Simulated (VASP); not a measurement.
# AlN (Fm-3m) in VASP: further runs, part 2 of 2

VASP 6.6.1. The steps go on from the part before.

## 4. Single point, LDA

The COD entry that gives the cell may itself be a prediction, so a difference from it is no test against experiment.

This run uses another cell than the first one, of 7.48 Å³/atom, 1.043 times its volume.

INCAR reads:

```
SYSTEM = AlN
PREC = Accurate
ENCUT = 600
EDIFF = 1E-6
ISMEAR = 0
SIGMA = 0.01
LREAL = .FALSE.
LASPH = .TRUE.
NELM = 120
ALGO = Normal
ISIF = 2
LWAVE = .FALSE.
LCHARG = .FALSE.
GGA = CA
NBANDS = 11
GGA_COMPAT = .FALSE.
```

KPOINTS reads:

```
Automatic mesh
0
G
  8 8 8
  0 0 0
```

POSCAR reads:

```
AlN
1.0
    0.0000000000      1.9557848367      1.9557848367
    1.9557848367      0.0000000000      1.9557848367
    1.9557848367      1.9557848367      0.0000000000
Al N
1 1
Direct
    0.0000000000      0.0000000000      0.0000000000
    0.5000000000      0.5000000000      0.5000000000
```

Potentials or basis: VASP PAW LDA potentials, release 64 (Al, N).

Command:

```console
$ cat potpaw_LDA.64/Al/POTCAR potpaw_LDA.64/N/POTCAR > POTCAR
$ mpirun -np 1 vasp_std > vasp.out
```

OUTCAR:

```text
SYSTEM = AlN
   PREC = Accurate
   ENCUT = 600
   EDIFF = 1E-6
   ISMEAR = 0
   LREAL = .FALSE.
   LASPH = .TRUE.
   NELM = 120
   ISIF = 2
   GGA = CA

 ion  position               nearest neighbor table
   1  0.000  0.000  0.000-   2 1.96   2 1.96   2 1.96   2 1.96   2 1.96   2 1.96
   2  0.500  0.500  0.500-   1 1.96   1 1.96   1 1.96   1 1.96   1 1.96   1 1.96

  LATTYP: Found a face centered cubic cell.
 ALAT       =     3.9115696734

  Lattice vectors:

 A1 = (   0.0000000000,   1.9557848367,   1.9557848367)
 A2 = (   1.9557848367,   0.0000000000,   1.9557848367)
 A3 = (   1.9557848367,   1.9557848367,   0.0000000000)

Analysis of symmetry for initial positions (statically):
=====================================================================
 Subroutine PRICEL returns:
 Original cell was already a primitive cell.

 Routine SETGRP: Setting up the symmetry group for a
 face centered cubic supercell.

 Subroutine GETGRP returns: Found 48 space group operations
 (whereof 48 operations were pure point group operations)
 out of a pool of 48 trial point group operations.

The static configuration has the point symmetry O_h .

Analysis of symmetry for dynamics (positions and initial velocities):
=====================================================================
 Subroutine PRICEL returns:
 Original cell was already a primitive cell.

 Routine SETGRP: Setting up the symmetry group for a
 face centered cubic supercell.

 Subroutine GETGRP returns: Found 48 space group operations
 (whereof 48 operations were pure point group operations)
 out of a pool of 48 trial point group operations.

The dynamic configuration has the point symmetry O_h .

 Subroutine INISYM returns: Found 48 space group operations
 (whereof 48 operations are pure point group operations),
 and found     1 'primitive' translations

----------------------------------------------------------------------------------------

                                     Primitive cell

  volume of cell :      14.9621

  direct lattice vectors                    reciprocal lattice vectors
     0.000000000  1.955784837  1.955784837    -0.255651844  0.255651844  0.255651844
     1.955784837  0.000000000  1.955784837     0.255651844 -0.255651844  0.255651844
     1.955784837  1.955784837  0.000000000     0.255651844  0.255651844 -0.255651844

  length of vectors
     2.765897441  2.765897441  2.765897441     0.442801983  0.442801983  0.442801983

  position of ions in fractional coordinates (direct lattice)
     0.000000000  0.000000000  0.000000000
     0.500000000  0.500000000  0.500000000

  ion indices of the primitive-cell ions
   primitive index   ion index
                 1           1
                 2           2

----------------------------------------------------------------------------------------

 KPOINTS: Automatic mesh

Automatic generation of k-mesh.
 Grid dimensions read from file:
 generate k-points for:    8    8    8

 Generating k-lattice:

  Cartesian coordinates                     Fractional coordinates (reciprocal lattice)
    -0.031956481  0.031956481  0.031956481     0.125000000  0.000000000  0.000000000
     0.031956481 -0.031956481  0.031956481     0.000000000  0.125000000  0.000000000
     0.031956481  0.031956481 -0.031956481     0.000000000  0.000000000  0.125000000

  Length of vectors
     0.055350248  0.055350248  0.055350248

  Shift w.r.t. Gamma in fractional coordinates (k-lattice)
     0.000000000  0.000000000  0.000000000

 Subroutine IBZKPT returns following result:
 ===========================================

 Found     29 irreducible k-points:

 Following reciprocal coordinates:
            Coordinates               Weight
  0.000000  0.000000  0.000000      1.000000
  0.125000  0.000000  0.000000      8.000000
  0.250000  0.000000  0.000000      8.000000
  0.375000  0.000000  0.000000      8.000000
  0.500000  0.000000  0.000000      4.000000
  0.125000  0.125000  0.000000      6.000000
[... 16 lines left out ...]
  0.500000  0.250000  0.125000     48.000000
 -0.375000  0.250000  0.125000     24.000000
 [... further k-points ...]
   k-points           NKPTS =     29   k-points in BZ     NKDIM =     29   number of bands    NBANDS=     11
   number of dos      NEDOS =    301   number of ions     NIONS =      2
   total plane-waves  NPLWV =  13824
   dimension x,y,z NGX =    24 NGY =   24 NGZ =   24
   dimension x,y,z NGXF=    48 NGYF=   48 NGZF=   48
   ions per type =               1   1
   NGX,Y,Z   is equivalent  to a cutoff of  14.43, 14.43, 14.43 a.u.
   NGXF,Y,Z  is equivalent  to a cutoff of  28.85, 28.85, 28.85 a.u.
 SYSTEM =  AlN
   PREC   = accura    normal or accurate (medium, high low for compatibility)
   ISTART =      0    job   : 0-new  1-cont  2-samecut
   ICHARG =      2    charge: 1-file 2-atom 10-const
   ISPIN  =      1    spin polarized calculation?
   LNONCOLLINEAR =      F non collinear calculations
   LSORBIT =      F    spin-orbit coupling
   LASPH  =      T    aspherical Exc in radial PAW
   ENCUT  =  600.0 eV  44.10 Ry    6.64 a.u.   5.52  5.52  5.52*2*pi/ulx,y,z
   NELM   =    120;   NELMIN=  2; NELMDL= -5     # of ELM steps
   EDIFF  = 0.1E-05   stopping-criterion for ELM
   LREAL  =      F    real-space projection
   EDIFFG = 0.1E-04   stopping-criterion for IOM
   NSW    =      0    number of steps for IOM
   IBRION =     -1    ionic relax: 0-MD 1-quasi-New 2-CG
   NFREE  =      0    steps in history (QN), initial steepest desc. (CG)
   ISIF   =      2    stress and relaxation
   ISYM   =      2    0-nonsym 1-usesym 2-fastsym
   POTIM  = 0.5000    time-step for ionic-motion
   TEBEG  =    0.0;   TEEND  =   0.0 temperature during run
   PSTRESS=    0.0 pullay stress
   NELECT =       8.0000    total number of electrons
   NUPDOWN=      -1.0000    fix difference up-down
   EMIN   =  10.00;   EMAX   =-10.00  energy-range for DOS
   EFERMI =   0.00;   METHOD = LEGACY
   ISMEAR =     0;   SIGMA  =   0.01  broadening in eV -4-tet -1-fermi 0-gaus
   EFERMI_NEDOS =   21; number of points for ismear=-14 and -15
   IALGO  =     38    algorithm
   IMIX   =      4    mixing-type and parameters
     AMIX     =   0.40;   BMIX     =  1.00
     AMIX_MAG =   1.60;   BMIX_MAG =  1.00
  volume/ion in A,a.u.               =       7.48        50.48
  Fermi-wavevector in a.u.,A,eV,Ry     =   1.328741  2.510957 24.021811  1.765553
  Thomas-Fermi vector in A             =   2.457956
   LORBIT       =      0    0 simple, 1 ext, 2 COOP (PROOUT), +10 PAW based schemes
   GGA     = CA    functional components
   LHFCALC =     F    Hartree Fock is set to
   AEXX    =    0.0000 exact exchange contribution
   IVDW    =     0    specifies the selected vdW correction
   LEPSILON=     F    determine dielectric tensor
   LRPA    =     F    only Hartree local field effects (RPA)
 non-spin polarized calculation
 Gauss-broadening in eV      SIGMA  =   0.01
  energy-cutoff  :      600.00
  volume of cell :       14.96
 maximum number of plane-waves:       531
 NGX is ok and might be reduce to    24
   NGX = 11   NGY = 11   NGZ = 11

 number of electron       8.0000000 magnetization

 Free energy of the ion-electron system (eV)
  ---------------------------------------------------
  ext. energy  EPLUGINS =         0.00000000
  ---------------------------------------------------
  free energy    TOTEN  =       -16.14137246 eV

  energy without entropy =      -16.14137246  energy(sigma->0) =      -16.14137246

 E-fermi :  11.1011     XC(G=0): -13.0464

 val. band max:       11.0594909426   @ k =   0.0000   0.0000   0.0000
 cond. band min:      16.0547097072   @ k =   0.5000   0.5000   0.0000
 fundamental gap:      4.9952187647
 Fermi energy:        11.1011147004

 k-point     1 :       0.0000    0.0000    0.0000
  band No.  band energies     occupation
      1      -7.2900      2.00000
      2      11.0595      2.00000
      3      11.0595      2.00000
      4      11.0595      2.00000
      5      18.3426      0.00000
      6      23.3831      0.00000
      7      23.3831      0.00000
      8      23.3831      0.00000
      9      28.8874      0.00000
     10      29.4227      0.00000
     11      29.4227      0.00000
[... 309 lines left out ...]
 k-point    24 :      -0.3750    0.2500    0.1250
  band No.  band energies     occupation
      1      -2.9608      2.00000
      2       2.9853      2.00000
      3       6.9788      2.00000
      4       8.8279      2.00000
      5      20.1226      0.00000
      6      20.3031      0.00000
      7      24.2511      0.00000
      8      24.6925      0.00000
      9      30.1506      0.00000
     10      31.2502      0.00000
     11      34.5617      0.00000

 [... further k-points ...]
[... 5 lines left out ...]
  --------------------------------------------------------------------------------------
  -------------------------------------------------------------------------------------
  Total        2.3326329      2.3326329      2.3326329     -0.0000000     -0.0000000      0.0000000
  in kB      249.7835088    249.7835088    249.7835088     -0.0000000     -0.0000000      0.0000000
  external PRESSURE =     249.7835088 kB  Pullay stress =       0.0000000 kB

 VOLUME and BASIS-vectors are now :
 -----------------------------------------------------------------------------
  energy-cutoff  :      600.00
  volume of cell :       14.96
      direct lattice vectors                 reciprocal lattice vectors
     0.000000000  1.955784837  1.955784837    -0.255651844  0.255651844  0.255651844
     1.955784837  0.000000000  1.955784837     0.255651844 -0.255651844  0.255651844
     1.955784837  1.955784837  0.000000000     0.255651844  0.255651844 -0.255651844

 POSITION                                       TOTAL-FORCE (eV/Angst)
 -----------------------------------------------------------------------------------
      0.00000      0.00000      0.00000        -0.000000     -0.000000      0.000000
      1.95578      1.95578      1.95578         0.000000      0.000000     -0.000000
 -----------------------------------------------------------------------------------
    total drift:                               -0.000000     -0.000000      0.000000

  FREE ENERGIE OF THE ION-ELECTRON SYSTEM (eV)
  ---------------------------------------------------
  free  energy   TOTEN  =       -16.1413724600 eV

  energy  without entropy=      -16.1413724600  energy(sigma->0) =      -16.14137246
```

It took 2.6 s on 1 thread of Intel Xeon 6975P-C, shared host; peak memory 0.12 GiB.

What came out:

```yaml
Free_energy: -16.1414 eV
Pressure: 25.0 GPa
Band_gap_on_the_k_mesh: 5.00 eV, indirect (least direct gap 7.28 eV)
```

Levels at points of the mesh, in eV from the valence-band top:
| k point | band 1 | band 2 | band 3 | band 4 | band 5 | band 6 | band 7 | band 8 | band 9 |
| --- | --- | --- | --- | --- | --- | --- | --- | --- | --- |
| (0.00, 0.00, 0.00) | -18.35 | 0.00 | 0.00 | 0.00 | 7.28 | 12.32 | 12.32 | 12.32 | 17.83 |
| (0.50, 0.00, 0.00) | -14.60 | -9.01 | -1.28 | -1.28 | 6.77 | 11.62 | 11.62 | 14.61 | 17.02 |
| (0.50, 0.50, 0.00) | -13.44 | -8.11 | -3.08 | -3.08 | 5.00 | 5.46 | 15.14 | 18.59 | 18.59 |

A k mesh can miss the band edges. As with any semilocal functional, this LDA gap is likely too small.

## 5. Overview

| cell | gap on the mesh (eV) | pressure (GPa) |
| --- | --- | --- |
| a = 2.728 Å, angles 60.0°, 2 atoms | 4.90 | 41.8 |
| a = 2.747 Å, angles 60.0°, 2 atoms | 4.95 | 33.0 |
| a = 2.766 Å, angles 60.0°, 2 atoms | 5.00 | 25.0 |

Alike in all rows: task single point; level LDA; potentials or basis VASP PAW LDA potentials, release 64 (Al, N); no spin polarisation; k mesh 8 × 8 × 8; cutoff (eV) 600; smearing gaussian 0.01 eV.

Absolute energies hang on the potentials; compare differences alone.
